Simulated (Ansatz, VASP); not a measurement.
## ZnSe: VASP beside Ansatz

The input POSCAR:

```
ZnSe
1.0
    0.0000000000      2.9462630429      2.8329452336
    2.9462630429      0.0000000000      2.8329452336
    2.9462630429      2.9462630429      0.0000000000
Zn Se
1 1
Direct
    0.0000000000      0.0000000000      0.0000000000
    0.7500000000      0.7500000000      0.7500000000
```

Contents of INCAR.step1:

```
SYSTEM = ZnSe
PREC = Accurate
ENCUT = 520
ISMEAR = 0
SIGMA = 0.05
LREAL = .FALSE.
LASPH = .TRUE.
NELM = 60
NBANDS = 16
GGA = PE
ALGO = Normal
EDIFF = 1E-4
LWAVE = .TRUE.
LCHARG = .FALSE.
```

File INCAR.step2:

```
SYSTEM = ZnSe
PREC = Accurate
ENCUT = 520
EDIFF = 1E-7
ISMEAR = 0
SIGMA = 0.05
LREAL = .FALSE.
LASPH = .TRUE.
NELM = 60
ALGO = Normal
ISIF = 2
LWAVE = .FALSE.
LCHARG = .FALSE.
METAGGA = R2SCAN
LMIXTAU = .TRUE.
NBANDS = 16
ISTART = 1
```

KPOINTS

```
Automatic mesh
0
G
  8 8 8
  0 0 0
```

Input for Ansatz:

```yaml
crystal:
  lattice:
    - [0.0, 2.9462630429, 2.8329452336]
    - [2.9462630429, 0.0, 2.8329452336]
    - [2.9462630429, 2.9462630429, 0.0]
  atoms:
    - { symbol: Zn, position: [0.0, 0.0, 0.0] }
    - { symbol: Se, position: [0.75, 0.75, 0.75] }
basis:
  ecutwfc: 500
kpoints:
  mp_grid: { grid: [8, 8, 8] }
hamiltonian:
  xc: r2scan
scf:
  occupations: { method: gaussian, width: 0.05 }
output:
  forces: true
  stress: true
  eigenvalues: true
  write_density: true
  write_potential: true
  elf: true
  volumetric_format: npy
```

Change from the starting cell: strain +0.040 along x and y, +0.000 along z, atoms carried along.

Alike in both runs: task single point; functional r2SCAN; k mesh 8 × 8 × 8; occupations gaussian, width 0.05 eV; no spin polarisation.

|  | VASP | Ansatz |
| --- | --- | --- |
| version | VASP 6.6.1 | Ansatz 0.2.0 |
| potentials or method | VASP PAW PBE potentials, release 64 (Zn, Se), cutoff 520 eV | scalar-relativistic, plane waves, PAW |
| valence electrons in the cell | 18 | 28 |

|  | VASP | Ansatz | Ansatz less VASP |
| --- | --- | --- | --- |
| gap on the k mesh at the Fermi level (eV) | 1.45 | 1.45 | +0.001 |
| least direct gap on the mesh (eV) | 1.45 | 1.45 | +0.001 |
| pressure (GPa) | -4.3 | -4.3 | -0.05 |
| traceless stress, the component that is largest in VASP (GPa) | 0.94 | 0.94 | -0.001 |

VASP's potentials were made for PBE, not for r2SCAN. VASP's potentials hold 18 valence electrons a cell and Ansatz's 28, so a difference there can come from the potentials and not from the codes.
